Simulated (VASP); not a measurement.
Runs of VASP 6.6.1 on Ta. The structure is that of space group Im-3m (No. 229), or close to it. The cells are those of the table. 

| task | level | cell | k mesh | cutoff (eV) | gap on the mesh (eV) | pressure (GPa) | relaxed volume (Å³/atom) |
| --- | --- | --- | --- | --- | --- | --- | --- |
| relaxation of cell and atoms | PBEsol | relaxed from a = 2.867 Å, angles 109.5°, 1 atom | 23 × 23 × 23 | 600 | none | 0.0 | 17.70 |
| single point | PBEsol | a = 2.843 Å, angles 109.5°, 1 atom | 34 × 34 × 34 | 520 | none | 0.0 | - |
| single point | PBE | a = 2.875 Å, angles 109.5°, 1 atom | 23 × 23 × 23 | 520 | none | 0.1 | - |
| single point | PBEsol | a = 2.867 Å, angles 109.5°, 1 atom | 34 × 34 × 34 | 520 | none | (b) | - |
| single point | PBEsol | a = 2.843 Å, angles 109.5°, 1 atom | 23 × 23 × 23 | 520 | none | 0.2 | - |
| relaxation of cell and atoms | PBE | relaxed from a = 2.867 Å, angles 109.5°, 1 atom | 23 × 23 × 23 | 600 | none | 0.0 | (a) |

Alike in all rows: potentials or basis VASP PAW PBE potentials, release 64 (Ta_pv); no spin polarisation; smearing methfessel-paxton 0.1 eV.

Question: Estimate the missing entries.

Answer: (a) 18.29; (b) -5.0.

Caveats: spin-orbit coupling is left out, which moves the levels of the heavy elements; the PAW data sets were made with another functional, which shifts forces and pressure a little (at least some runs); the cell stands under tension (at least some runs).

A k mesh can miss the band edges, and the runs leave out spin-orbit coupling on Ta.

A gap of «none» marks levels without a gap at the run's occupations.
